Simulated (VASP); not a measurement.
# WSe2 (P6_3/mmc) in VASP: a series of runs, part 2 of 2

VASP 6.6.1. Earlier steps stand in the parts before.

### Step 3. Single point, PBEsol

INCAR

```
PREC     = Accurate       # precision mode
ENCUT    = 520            # plane-wave cutoff, eV
EDIFF    = 1E-7           # SCF threshold, eV
ISMEAR   = 1              # smearing method
SIGMA    = 0.001          # smearing width, eV
LREAL    = F              # projectors in reciprocal space
LASPH    = T              # aspherical terms in the spheres
NELM     = 100            # most SCF steps
ALGO     = Normal         # electronic algorithm
ISIF     = 2              # what is computed and relaxed
LWAVE    = F              # write WAVECAR
LCHARG   = T              # write CHGCAR
GGA      = PS             # functional
LELF     = T              # ELF
LVHAR    = T            
NBANDS   = 35             # bands
```

KPOINTS

```
regular mesh
0
Gamma
  6 6 2
```

POSCAR

```
WSe2
1.0
    3.2996674443      0.0000000000      0.0000000000
   -1.6498337221      2.8575958308      0.0000000000
    0.0000000000      0.0000000000     13.1487009308
W Se
2 4
Direct
    0.3333333333      0.6666666667      0.2500000000
    0.6666666667      0.3333333333      0.7500000000
    0.6666666667      0.3333333333      0.3766602599
    0.6666666667      0.3333333333      0.1233397401
    0.3333333333      0.6666666667      0.8766602599
    0.3333333333      0.6666666667      0.6233397401
```

Potentials or basis: VASP PAW PBE potentials, release 64 (W_sv, Se).

Command:

```sh
> cat potpaw_PBE.64/W_sv/POTCAR potpaw_PBE.64/Se/POTCAR > POTCAR
> mpirun -np 1 vasp_std > vasp.out
```

OUTCAR:

```text
PREC = Accurate
   ENCUT = 520
   EDIFF = 1E-7
   ISMEAR = 1
   LREAL = F
   LASPH = T
   NELM = 100
   ISIF = 2
   GGA = PS

 ion  position               nearest neighbor table
   1  0.333  0.667  0.250-   3 2.53   4 2.53   3 2.53   4 2.53   3 2.53   4 2.53
   2  0.667  0.333  0.750-   5 2.53   6 2.53   5 2.53   6 2.53   5 2.53   6 2.53
   3  0.667  0.333  0.377-   1 2.53   1 2.53   1 2.53
   4  0.667  0.333  0.123-   1 2.53   1 2.53   1 2.53
   5  0.333  0.667  0.877-   2 2.53   2 2.53   2 2.53
   6  0.333  0.667  0.623-   2 2.53   2 2.53   2 2.53

  LATTYP: Found a hexagonal cell.
[... 727 lines left out ...]
  -------------------------------------------------------------------------------------
  Total       -1.3129509     -1.3129509      0.1838920     -0.0000000      0.0000000      0.0000000
  in kB      -16.9670074    -16.9670074      2.3764006     -0.0000000      0.0000000      0.0000000
  external PRESSURE =     -10.5192047 kB  Pullay stress =       0.0000000 kB

 VOLUME and BASIS-vectors are now :
 -----------------------------------------------------------------------------
  energy-cutoff  :      520.00
  volume of cell :      123.98
      direct lattice vectors                 reciprocal lattice vectors
     3.299667444  0.000000000  0.000000000     0.303060844  0.174972260  0.000000000
    -1.649833722  2.857595831  0.000000000     0.000000000  0.349944520  0.000000000
     0.000000000  0.000000000 13.148700931     0.000000000  0.000000000  0.076053141

 POSITION                                       TOTAL-FORCE (eV/Angst)
 -----------------------------------------------------------------------------------
     -0.00000      1.90506      3.28718         0.000000     -0.000000     -0.000000
      1.64983      0.95253      9.86153        -0.000000      0.000000     -0.000000
      1.64983      0.95253      4.95259        -0.000000      0.000000      0.024180
      1.64983      0.95253      1.62176        -0.000000      0.000000     -0.024180
     -0.00000      1.90506     11.52694         0.000000     -0.000000      0.024180
     -0.00000      1.90506      8.19611         0.000000     -0.000000     -0.024180
 -----------------------------------------------------------------------------------
    total drift:                               -0.000000      0.000000     -0.000000

  FREE ENERGIE OF THE ION-ELECTRON SYSTEM (eV)
  ---------------------------------------------------
  free  energy   TOTEN  =       -46.5369910142 eV

  energy  without entropy=      -46.5369910142  energy(sigma->0) =      -46.53699101
```

OSZICAR:

```text
N       E                     dE             d eps       ncg     rms          rms(c)
DAV:   1     0.506819822975E+03    0.50682E+03   -0.27934E+04  1084   0.144E+03
DAV:   2    -0.163128871613E+02   -0.52313E+03   -0.50540E+03  1141   0.392E+02
DAV:   3    -0.478507142961E+02   -0.31538E+02   -0.31014E+02  1200   0.920E+01
DAV:   4    -0.485291010875E+02   -0.67839E+00   -0.67545E+00  1154   0.139E+01
DAV:   5    -0.485382416894E+02   -0.91406E-02   -0.91346E-02  1201   0.173E+00    0.306E+01
DAV:   6    -0.469514914636E+02    0.15868E+01   -0.57830E+00  1085   0.158E+01    0.108E+01
DAV:   7    -0.467138387564E+02    0.23765E+00   -0.27200E+00  1038   0.779E+00    0.559E+00
DAV:   8    -0.465377822528E+02    0.17606E+00   -0.37993E-01  1097   0.415E+00    0.124E+00
DAV:   9    -0.465385537641E+02   -0.77151E-03   -0.51608E-02  1179   0.109E+00    0.836E-01
DAV:  10    -0.465370646831E+02    0.14891E-02   -0.11707E-02  1077   0.730E-01    0.158E-01
DAV:  11    -0.465370283054E+02    0.36378E-04   -0.15852E-03  1086   0.250E-01    0.169E-01
DAV:  12    -0.465369902871E+02    0.38018E-04   -0.54211E-05  1089   0.485E-02    0.984E-02
DAV:  13    -0.465369904315E+02   -0.14446E-06   -0.49424E-05  1133   0.416E-02    0.852E-03
DAV:  14    -0.465369909518E+02   -0.52033E-06   -0.33982E-06  1182   0.949E-03    0.582E-03
DAV:  15    -0.465369910142E+02   -0.62342E-07   -0.28453E-07  1001   0.281E-03
   1 F= -.46536991E+02 E0= -.46536991E+02  d E =0.000000E+00
```

stdout:

```text
POSCAR found type information on POSCAR W Se
 POSCAR found :  2 types and       6 ions
 scaLAPACK will be used
 -----------------------------------------------------------------------------
|                                                                             |
|                                                                             |
|     You enforced a specific xc type in the INCAR file but a different       |
|     I HOPE YOU KNOW WHAT YOU ARE DOING!                                     |
|                                                                             |
 -----------------------------------------------------------------------------

 LDA part: xc-table for (Slater+PW92), standard interpolation
 POSCAR, INCAR and KPOINTS ok, starting setup
 FFT: planning ... GRIDC
 FFT: planning ... GRID_SOFT
 FFT: planning ... GRID
 WAVECAR not read
 entering main loop
```

Wall time 58 s (1 thread of Intel Xeon Platinum 8559C (Emerald Rapids), shared host); peak memory 0.27 GiB.

What came out:

```yaml
Free_energy: -46.5370 eV
Pressure: -1.1 GPa
Largest_force: 0.024 eV/Å
Band_gap_on_the_k_mesh: 1.00 eV, indirect (least direct gap 1.48 eV)
```

Forces in eV/Å, atoms in the order of the input:
```
W    0.000  0.000  0.000
W    0.000  0.000  0.000
Se   0.000  0.000  0.024
Se   0.000  0.000 -0.024
Se   0.000  0.000  0.024
Se   0.000  0.000 -0.024
```

Caveat: the PAW data sets were made with another functional, which shifts forces and pressure a little; spin-orbit coupling is left out, which moves the levels of the heavy elements; this functional lacks dispersion, which binds the layers, so the pressure and a relaxed spacing across them are unreliable. A k mesh can miss the band edges.

### Step 4. Single point, PBEsol

INCAR

```
ALGO = Normal ; EDIFF = 1E-6
ENCUT = 520 ; GGA = PS
ISIF = 2 ; ISMEAR = -5
LASPH = True ; LCHARG = True
LELF = True ; LREAL = False
LVHAR = True ; LWAVE = False
NBANDS = 35 ; NELM = 60
PREC = Accurate ; SIGMA = 0.1
```

KPOINTS

```
k-points
0
Gamma
  6 6 2
```

POSCAR is that of step 3.

Command:

```sh
> cat potpaw_PBE.64/W_sv/POTCAR potpaw_PBE.64/Se/POTCAR > POTCAR
> mpirun -np 1 vasp_std > vasp.out
```

Wall time 55 s (1 thread of Intel Xeon Platinum 8559C (Emerald Rapids), shared host); peak memory 0.27 GiB.

Results (log left out):

| Quantity | Value |
| --- | --- |
| Free energy | -46.5370 eV |
| Pressure | -1.1 GPa |
| Largest force | 0.025 eV/Å |
| Band gap on the k mesh | 1.00 eV, indirect (least direct gap 1.48 eV) |

Forces on the atoms (eV/Å):
```
W    0.000  0.000  0.000
W    0.000  0.000  0.000
Se   0.000  0.000  0.025
Se   0.000  0.000 -0.025
Se   0.000  0.000  0.025
Se   0.000  0.000 -0.025
```

Stress tensor (GPa, compression positive):
```
-1.70  0.00  0.00
 0.00 -1.70  0.00
 0.00  0.00  0.23
```

Levels at points of the mesh, in eV from the valence-band top:
```tsv
k point	band 22	band 23	band 24	band 25	band 26	band 27	band 28	band 29	band 30	band 31
(0.00, 0.00, 0.00)	-1.53	-1.53	-1.13	-1.05	0.00	2.64	2.64	2.68	2.68	2.78
(0.50, 0.00, 0.00)	-2.36	-1.40	-1.34	-1.26	-1.14	2.09	2.13	2.31	2.61	2.97
(0.00, 0.00, 0.50)	-1.55	-1.55	-1.55	-0.22	-0.22	2.65	2.65	2.65	2.65	2.88
(0.50, 0.00, 0.50)	-2.47	-1.32	-1.32	-1.24	-1.24	2.11	2.11	2.49	2.49	3.34
```

Caveat: the PAW data sets were made with another functional, which shifts forces and pressure a little; spin-orbit coupling is left out, which moves the levels of the heavy elements; this functional lacks dispersion, which binds the layers, so the pressure and a relaxed spacing across them are unreliable. As with any semilocal functional, this PBEsol gap is likely too small.

### Step 5. The runs side by side

| smearing | gap on the mesh (eV) | pressure (GPa) | largest force (eV/Å) |
| --- | --- | --- | --- |
| gaussian 0.01 eV | 1.00 | -1.1 | 0.02 |
| methfessel-paxton 0.001 eV | 1.00 | -1.1 | 0.02 |
| tetrahedron | 1.00 | -1.1 | 0.02 |

Alike in all rows: task single point; level PBEsol; potentials or basis VASP PAW PBE potentials, release 64 (W_sv, Se); no spin polarisation; cell as given; k mesh 6 × 6 × 2; cutoff (eV) 520.

On the cell as given the gap runs from 1.00 eV (PBEsol) to 1.00 eV (PBEsol).

Caveats: the PAW data sets were made with another functional, which shifts forces and pressure a little; spin-orbit coupling is left out, which moves the levels of the heavy elements; this functional lacks dispersion, which binds the layers, so the pressure and a relaxed spacing across them are unreliable.

Total energies depend on the potentials used, so only differences within one code and one set of settings carry meaning.
